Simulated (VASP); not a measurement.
Here is a VASP 6.6.1 calculation.

The input POSCAR:

```
KCl
1.0
    0.0000000000      3.1448483113      3.1448483113
    3.1448483113      0.0000000000      3.1448483113
    3.1448483113      3.1448483113      0.0000000000
K Cl
1 1
Direct
    0.0000000000      0.0000000000      0.0000000000
    0.5000000000      0.5000000000      0.5000000000
```

File INCAR.step1:

```
PREC = Accurate
ENCUT = 500
EDIFF = 1E-8
ISMEAR = 0
SIGMA = 0.01
LREAL = False
LASPH = True
NELM = 60
ALGO = Normal
LWAVE = True
LCHARG = False
GGA = PE
```

Contents of INCAR.step2:

```
PREC = Accurate
ENCUT = 500
EDIFF = 1E-8
ISMEAR = 0
SIGMA = 0.01
LREAL = False
LASPH = True
NELM = 1
ALGO = Exact
LWAVE = True
LCHARG = False
GGA = PE
NBANDS = 149
LOPTICS = True
ISTART = 1
```

The input INCAR.step3:

```
PREC = Accurate
ENCUT = 500
EDIFF = 1E-8
ISMEAR = 0
SIGMA = 0.01
LREAL = False
LASPH = True
ALGO = EVGW0
LWAVE = False
LCHARG = False
GGA = PE
NELMGW = 1
NBANDS = 149
ENCUTGW = 100.0
NOMEGA = 96
PRECFOCK = Fast
ISTART = 1
NBANDSGW = 16
OMEGAMAX = 20
```

KPOINTS

```
regular mesh
0
Gamma
  4 4 4
```

Potentials or basis: VASP PAW PBE potentials, release 64 (K_sv_GW, Cl_GW).

Command:

```sh
$ cat potpaw_PBE.64/K_sv_GW/POTCAR potpaw_PBE.64/Cl_GW/POTCAR > POTCAR
$ cp INCAR.step1 INCAR
$ mpirun -np 1 vasp_std > vasp.out
$ cp INCAR.step2 INCAR
$ mpirun -np 1 vasp_std > vasp.out
$ cp INCAR.step3 INCAR
$ mpirun -np 1 vasp_std > vasp.out
```

(1) Predict the quasiparticle gap.

(2) Predict the least direct quasiparticle gap.

(3) Estimate the least direct gap of the starting levels on the mesh.

(4) Estimate the band gap of the starting levels on the mesh.

## Answers

(1) 7.83 eV.

(2) 7.83 eV.

(3) 5.19 eV.

(4) 5.19 eV.

Caveat: the k points lie up to 0.43 Å⁻¹ apart; bands, screening cutoff and mesh are small and nothing is extrapolated, so the quasiparticle values aren't converged.
